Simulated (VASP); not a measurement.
Set up this calculation in VASP 6.6.1, as the native input.

| Property | Result |
| --- | --- |
| Task | relaxation of cell and atoms |
| Functional | PBE |
| Potentials or basis | VASP PAW PBE potentials, release 64 (Al, H, Cl) |
| Cutoff | 600 eV |
| k mesh | 9 × 9 × 12 |
| Occupations | gaussian, width 0.1 eV |
| Spin | no spin polarisation |
| Dipole correction | no |
| Further INCAR settings | ALGO = Normal; EDIFF = 1e-06; IBRION = 2; EDIFFG = -0.01; NSW = 100; ISIF = 3 |

The structure of Al2H3Cl3 lies in POSCAR:

```
Al2H3Cl3
1.0
    6.1915226912      0.0000000000      0.0000000000
   -3.0957613456      5.3620159387      0.0000000000
    0.0000000000      0.0000000000      3.3728594434
Al H Cl
2 3 3
Direct
    0.3333333333      0.6666666667      0.0000000000
    0.6666666667      0.3333333333      0.0000000000
    0.4179938598      0.0000000000      0.5000000000
    0.5820061402      0.5820061402      0.5000000000
    0.0000000000      0.4179938598      0.5000000000
    0.7292692570      0.0000000000      0.0000000000
    0.2707307430      0.2707307430      0.0000000000
    0.0000000000      0.7292692570      0.0000000000
```

The cell was built from a structure type or drawn by symmetry, and may not be a known phase.

One way to write it, as run:

INCAR

```
ALGO     = Normal         # electronic algorithm
EDIFF    = 1E-6           # SCF threshold, eV
EDIFFG   = -0.01          # ionic threshold
ENCUT    = 600            # plane-wave cutoff, eV
GGA      = PE             # functional
IBRION   = 2              # ionic algorithm
ISIF     = 3              # what is computed and relaxed
ISMEAR   = 0              # smearing method
LASPH    = True           # aspherical terms in the spheres
LCHARG   = False          # write CHGCAR
LREAL    = False          # projectors in reciprocal space
LWAVE    = False          # write WAVECAR
NELM     = 100            # most SCF steps
NSW      = 100            # ionic steps
PREC     = Accurate       # precision mode
SIGMA    = 0.1            # smearing width, eV
```

KPOINTS

```
k-points
0
Gamma
  9 9 12
```

Potentials or basis: VASP PAW PBE potentials, release 64 (Al, H, Cl).

Command:

```sh
$ cat potpaw_PBE.64/Al/POTCAR potpaw_PBE.64/H/POTCAR potpaw_PBE.64/Cl/POTCAR > POTCAR
$ mpirun -np 1 vasp_std > vasp.out
```

Results of the run:

```yaml
Relaxed_volume: 14.03 Å³/atom
Relaxed_cell: a = 6.195 Å, b = 6.195 Å, c = 3.376 Å, α = 90.00°, β = 90.00°, γ = 120.00°
Space_group_after_relaxing_to_0.1_Å: P-62m (No. 189)
Energy_gained_by_relaxing: 0.0 meV/atom
Ionic_steps: 2
Pressure_after_relaxing: 0.0 GPa
Largest_force_after_relaxing: 0.008 eV/Å
Band_gap_on_the_k_mesh: zero (bands 15 and 16 overlap by 0.15 eV)
```

Wall time 2.5 min on 1 thread of Intel(R) Xeon(R) 6975P-C (Granite Rapids), on a shared host, peak memory 0.39 GiB.
